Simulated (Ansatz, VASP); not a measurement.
**One calculation of SrO, two programs**

```
Sr O
1.0
     2.51022    2.51022    0.00000
    -2.51022    2.51022    0.00000
     0.00000    2.51022    2.58976
Sr O
1 1
Cartesian
  0.0000 2.5102 0.0000
  0.0000 0.0000 0.0000
```

Change from the starting cell: film at in-plane strain -0.02.

Alike in both runs: task single point; functional PBEsol; k mesh 8 × 8 × 8; non-collinear spin, spin-orbit coupling.

```csv
,VASP,Ansatz
version,VASP 6.6.1,Ansatz 0.2.0
potentials or method,"VASP PAW PBE potentials, release 64 (Sr_sv, O), cutoff 520 eV",all-electron LAPW
occupations,"gaussian, width 0.01 eV",fixed
```

VASP gave:

```
pressure (GPa)                                                : 3.9
traceless stress, the component that is largest in VASP (GPa) : -3.33
```

**Question.** Which values does Ansatz return?

**Answer.** Pressure (GPa): 3.1; traceless stress, the component that is largest in VASP (GPa): -3.15.

VASP's potentials were made for PBE, not for PBEsol. Ansatz ran all-electron here, and VASP with PAW potentials.
